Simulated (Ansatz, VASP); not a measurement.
## One calculation of AgB2, two programs

Contents of INCAR:

```
SYSTEM = AgB2
ALGO = Normal
EDIFF = 1E-8
ENCUT = 520
GGA = PS
ISIF = 2
ISMEAR = -1
LASPH = .TRUE.
LCHARG = .FALSE.
LEFG = .TRUE.
LREAL = .FALSE.
LWAVE = .FALSE.
NBANDS = 16
NELM = 100
PREC = Accurate
SIGMA = 0.05
```

The input KPOINTS:

```
k-points
0
G
  16 16 13
  0 0 0
```

File POSCAR:

```
AgB2
1.0
    3.0394798736      0.0000000000      0.0000000000
   -1.5197399368      2.6322667848      0.0000000000
    0.0000000000      0.0000000000      3.2826364684
Ag B
1 2
Direct
    0.0000000000      0.0000000000      0.0000000000
    0.3333333333      0.6666666667      0.5000000000
    0.6666666667      0.3333333333      0.5000000000
```

Input for Ansatz:

```yaml
crystal:
  lattice:
    - [3.0394798736, 0.0, 0.0]
    - [-1.5197399368, 2.6322667848, 0.0]
    - [0.0, 0.0, 3.2826364684]
  atoms:
    - { symbol: Ag, position: [0.0, 0.0, 0.0] }
    - { symbol: B, position: [0.3333333333, 0.6666666667, 0.5] }
    - { symbol: B, position: [0.6666666667, 0.3333333333, 0.5] }
kpoints:
  mp_grid: { grid: [16, 16, 13] }
scf:
  occupations: { method: fermi_dirac, width: 0.05 }
hamiltonian:
  xc: pbesol
  pseudopotentials: { kind: all_electron, datasets: crystal }
output:
  forces: true
  stress: true
  eigenvalues: true
  efg: { contact_densities: true }
```

Change from the starting cell: volume scaled by 1.04, crystal datasets.

Alike in both runs: task electric field gradients; functional PBEsol; k mesh 16 × 16 × 13; occupations fermi-dirac, width 0.05 eV; no spin polarisation.

|  | VASP | Ansatz |
| --- | --- | --- |
| version | VASP 6.6.1 | Ansatz 0.2.0 |
| potentials or method | VASP PAW PBE potentials, release 64 (Ag, B), cutoff 520 eV | all-electron PAW with datasets made for the crystal, scalar-relativistic |

|  | VASP | Ansatz | Ansatz less VASP |
| --- | --- | --- | --- |
| pressure (GPa) | 33.5 | 33.4 | -0.07 |
| traceless stress, the component that is largest in VASP (GPa) | 20.78 | 20.91 | +0.135 |
| size of Vzz on the site where it differs most (V/Å²) | 28.8 | 25.8 | -3.03 |

VASP's potentials were made for PBE, not for PBEsol. Both programs put the cell under a high pressure, so it lies far from rest at this level. Ansatz ran all-electron here, and VASP with PAW potentials.
